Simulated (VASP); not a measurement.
Input of a VASP 6.6.1 run:

The input POSCAR:

```
InGaAs2
1.0
    4.2008940543      0.0000000000      0.0000000000
    0.0000000000      4.2008940543      0.0000000000
    0.0000000000      0.0000000000      5.9858154217
In Ga As
1 1 2
Direct
    0.0000000000      0.0000000000      0.5000000000
    0.5000000000      0.5000000000      0.0000000000
    0.5000000000      0.0000000000      0.7694439200
    0.0000000000      0.5000000000      0.2305560800
```

INCAR.step1

```
SYSTEM = InGaAs2
PREC = Accurate
ENCUT = 520
ISMEAR = 0
SIGMA = 0.01
LREAL = .FALSE.
LASPH = .TRUE.
NELM = 100
NBANDS = 26
GGA = PE
ALGO = Normal
EDIFF = 1E-4
LWAVE = .TRUE.
LCHARG = .FALSE.
```

Contents of INCAR.step2:

```
SYSTEM = InGaAs2
PREC = Accurate
ENCUT = 520
EDIFF = 1E-7
ISMEAR = 0
SIGMA = 0.01
LREAL = .FALSE.
LASPH = .TRUE.
NELM = 100
ALGO = Normal
ISIF = 2
LWAVE = .FALSE.
LCHARG = .TRUE.
METAGGA = R2SCAN
LMIXTAU = .TRUE.
LELF = .TRUE.
LVHAR = .TRUE.
NBANDS = 26
ISTART = 1
```

KPOINTS

```
regular mesh
0
G
  8 8 6
  0 0 0
```

Potentials or basis: VASP PAW PBE potentials, release 64 (In_d, Ga_d, As).

Run with:

```sh
$ cat potpaw_PBE.64/In_d/POTCAR potpaw_PBE.64/Ga_d/POTCAR potpaw_PBE.64/As/POTCAR > POTCAR
$ cp INCAR.step1 INCAR
$ mpirun -np 1 vasp_std > vasp.out
$ cp INCAR.step2 INCAR
$ mpirun -np 1 vasp_std > vasp.out
```

Predict the largest force.

0.004 eV/Å.

Estimate the band gap on the k mesh.

0.08 eV.

Estimate the pressure.

-2.0 GPa.

Forces on the atoms (eV/Å):
```
In   0.000  0.000  0.000
Ga   0.000  0.000  0.000
As   0.000  0.000 -0.004
As   0.000  0.000  0.004
```

Caveat: semilocal functionals underestimate gaps, and a narrow one can read as zero; the PAW data sets were made with another functional, which shifts forces and pressure a little; spin-orbit coupling is left out, which moves the levels of the heavy elements.
